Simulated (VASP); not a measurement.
Ti, 3 atoms in the cell. It takes space group P6/mmm (No. 191, hexagonal). Conventional cell: a = 4.542 Å, b = 4.542 Å, c = 2.854 Å, α = 90.00°, β = 90.00°, γ = 120.00°. Ti (site symmetry 6/mmm) has 14 Ti at 2.85 to 2.99 Å within 3.8 Å. Ti (site symmetry -6m2) has 11 Ti at 2.62 to 2.99 Å within 3.5 Å. 

| Property | Result |
| --- | --- |
| Program | VASP 6.6.1 |
| Task | single point |
| Functional | PBEsol |
| Potentials or basis | VASP PAW PBE potentials, release 64 (Ti_sv) |
| Cutoff | 520 eV |
| k mesh | 12 × 12 × 14 |
| Occupations | gaussian, width 0.15 eV |
| Spin | no spin polarisation |
| Dipole correction | no |
| Further INCAR settings | ALGO = Fast; EDIFF = 1e-06; NBANDS = 25 |

Potentials or basis: VASP PAW PBE potentials, release 64 (Ti_sv).

Launch:

```bash
$ cat potpaw_PBE.64/Ti_sv/POTCAR > POTCAR
$ mpirun -np 1 vasp_std > vasp.out
```

Hardware: 1 thread of Intel(R) Xeon(R) Platinum 8488C (Sapphire Rapids), on a shared host.

Task: Estimate the wall time of this run.

Result: Wall time 7.2 min on 1 thread of Intel(R) Xeon(R) Platinum 8488C (Sapphire Rapids), with other jobs on the host, peak memory 0.27 GiB. Counts: scf iterations 45, k points 152.
